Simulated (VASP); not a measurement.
# Mn3Si (Fm-3m) in VASP: further runs, part 2 of 2

VASP 6.6.1. Earlier steps stand in the parts before.

## (5) Single point, LDA, collinear spin, ferrimagnetic start

INCAR reads:

```
ALGO = Normal
EDIFF = 1E-6
ENCUT = 520
ISIF = 2
ISMEAR = -1
ISPIN = 2
LASPH = True
LCHARG = False
LMAXMIX = 4
LORBIT = 11
LREAL = False
LWAVE = False
MAGMOM = 1.934 -0.547 -0.547 0
NBANDS = 34
NELM = 150
NUPDOWN = 0.84
PREC = Accurate
SIGMA = 0.05
```

KPOINTS reads:

```
k-points
0
Gamma
  10 10 10
```

POSCAR reads:

```
Mn3Si
1.0
    0.0000000000      2.8610000000      2.8610000000
    2.8610000000      0.0000000000      2.8610000000
    2.8610000000      2.8610000000      0.0000000000
Mn Si
3 1
Direct
    0.5000000000      0.5000000000      0.5000000000
    0.2500000000      0.2500000000      0.2500000000
    0.7500000000      0.7500000000      0.7500000000
    0.0000000000      0.0000000000      0.0000000000
```

Potentials or basis: VASP PAW LDA potentials, release 64 (Mn_pv, Si).

Launch:

```
$ cat potpaw_LDA.64/Mn_pv/POTCAR potpaw_LDA.64/Si/POTCAR > POTCAR
$ mpirun -np 1 vasp_std > vasp.out
```

OUTCAR:

```text
EDIFF = 1E-6
   ENCUT = 520
   ISIF = 2
   ISMEAR = -1
   ISPIN = 2
   LASPH = True
   LORBIT = 11
   LREAL = False
   NELM = 150
   NUPDOWN = 0.84
   PREC = Accurate

 ion  position               nearest neighbor table
   1  0.500  0.500  0.500-   2 2.48   2 2.48   2 2.48   3 2.48   3 2.48   3 2.48   3 2.48   2 2.48
                             4 2.86   4 2.86   4 2.86   4 2.86   4 2.86   4 2.86
   2  0.250  0.250  0.250-   4 2.48   4 2.48   4 2.48   1 2.48   1 2.48   1 2.48   4 2.48   1 2.48
                             3 2.86   3 2.86   3 2.86   3 2.86   3 2.86   3 2.86
   3  0.750  0.750  0.750-   1 2.48   1 2.48   1 2.48   4 2.48   4 2.48   4 2.48   4 2.48   1 2.48
                             2 2.86   2 2.86   2 2.86   2 2.86   2 2.86   2 2.86
   4  0.000  0.000  0.000-   3 2.48   3 2.48   3 2.48   2 2.48   2 2.48   2 2.48   3 2.48   2 2.48
                             1 2.86   1 2.86   1 2.86   1 2.86   1 2.86   1 2.86

  LATTYP: Found a face centered cubic cell.
 ALAT       =     5.7220000000

  Lattice vectors:

 A1 = (   0.0000000000,   2.8610000000,   2.8610000000)
 A2 = (   2.8610000000,   0.0000000000,   2.8610000000)
 A3 = (   2.8610000000,   2.8610000000,   0.0000000000)

Analysis of symmetry for initial positions (statically):
[... 1940 lines left out ...]
  -------------------------------------------------------------------------------------
  Total       -7.1879006     -7.1879006     -7.1879006      0.0000000     -0.0000000      0.0000000
  in kB     -245.8833248   -245.8833248   -245.8833248      0.0000000     -0.0000000      0.0000000
  external PRESSURE =    -245.8833248 kB  Pullay stress =       0.0000000 kB

 VOLUME and BASIS-vectors are now :
 -----------------------------------------------------------------------------
  energy-cutoff  :      520.00
  volume of cell :       46.84
      direct lattice vectors                 reciprocal lattice vectors
     0.000000000  2.861000000  2.861000000    -0.174764069  0.174764069  0.174764069
     2.861000000  0.000000000  2.861000000     0.174764069 -0.174764069  0.174764069
     2.861000000  2.861000000  0.000000000     0.174764069  0.174764069 -0.174764069

 POSITION                                       TOTAL-FORCE (eV/Angst)
 -----------------------------------------------------------------------------------
      2.86100      2.86100      2.86100        -0.000000      0.000000      0.000000
      1.43050      1.43050      1.43050        -0.000000     -0.000000     -0.000000
      4.29150      4.29150      4.29150         0.000000      0.000000      0.000000
      0.00000      0.00000      0.00000        -0.000000      0.000000      0.000000
 -----------------------------------------------------------------------------------
    total drift:                                0.000000     -0.000000      0.000000

  FREE ENERGIE OF THE ION-ELECTRON SYSTEM (eV)
  ---------------------------------------------------
  free  energy   TOTEN  =       -37.2189884777 eV

  energy  without entropy=      -37.1808879919  energy(sigma->0) =      -37.19993823

 total charge

# of ion       s       p       d       tot
------------------------------------------
    1        0.375   6.345   5.105  11.826
    2        0.335   6.344   5.241  11.920
    3        0.335   6.344   5.241  11.920
    4        0.726   0.889   0.000   1.614
--------------------------------------------------
tot          1.770  19.922  15.587  37.279

 magnetization (x)

# of ion       s       p       d       tot
------------------------------------------
    1        0.018   0.019   2.109   2.147
    2       -0.004  -0.011  -0.668  -0.683
    3       -0.004  -0.011  -0.668  -0.683
    4        0.019   0.016   0.000   0.035
--------------------------------------------------
tot          0.029   0.014   0.774   0.816
```

OSZICAR:

```text
N       E                     dE             d eps       ncg     rms          rms(c)
DAV:   1     0.485952657774E+03    0.48595E+03   -0.23349E+04  6472   0.161E+03
DAV:   2    -0.141962380690E+02   -0.50015E+03   -0.47696E+03  6394   0.470E+02
[... 12 lines left out ...]
DAV:  15    -0.372190110314E+02   -0.84168E-03   -0.44848E-03  7036   0.544E-01    0.170E-01
DAV:  16    -0.372189916285E+02    0.19403E-04   -0.37627E-04  6668   0.155E-01    0.548E-02
DAV:  17    -0.372189816436E+02    0.99849E-05   -0.83674E-05  7072   0.637E-02    0.408E-02
DAV:  18    -0.372189859439E+02   -0.43003E-05   -0.11026E-05  6274   0.303E-02    0.251E-02
DAV:  19    -0.372189878550E+02   -0.19110E-05   -0.36345E-05  6824   0.492E-02    0.104E-02
DAV:  20    -0.372189884777E+02   -0.62274E-06   -0.38143E-06  5044   0.189E-02
   1 F= -.37218988E+02 E0= -.37199938E+02  d E =-.381005E-01  mag=     0.8400
```

stdout:

```text
POSCAR found type information on POSCAR MnSi
 POSCAR found :  2 types and       4 ions
 scaLAPACK will be used
 LDA part: xc-table for (Slater(with rela. corr.)+CA(PZ))
 , standard interpolation
 POSCAR, INCAR and KPOINTS ok, starting setup
 FFT: planning ... GRIDC
 FFT: planning ... GRID_SOFT
 FFT: planning ... GRID
 WAVECAR not read
 entering main loop
```

Wall time 5 min (1 thread of AMD EPYC 7R13, shared host); peak memory 0.2 GiB.

Results:

```
Free energy                                           : -37.2190 eV
Pressure                                              : -24.6 GPa
Net moment                                            : 0.84 μB per cell
Site moments                                          : Mn +2.15, -0.68 (each value once); Si +0.04 μB
Valence electrons inside the program's atomic spheres : Mn 11.83, 11.92 (each value once); Si 1.61
```

Caveat: the cell stands under tension; the total moment is fixed, so each spin has its own Fermi level.

## (6) The runs side by side

```csv
fixed moment (μB),pressure (GPa),moment (μB)
0.42,-26.3,0.42
0.63,-25.4,0.63
0.84,-24.6,0.84
```

Alike in all rows: task single point; level LDA; potentials or basis VASP PAW LDA potentials, release 64 (Mn_pv, Si); spin collinear, ferrimagnetic start; cell as given; k mesh 10 × 10 × 10; cutoff (eV) 520; smearing fermi-dirac 0.05 eV.

Caveats: the cell stands under tension; the total moment is fixed, so each spin has its own Fermi level.

Absolute energies hang on the potentials; compare differences alone.
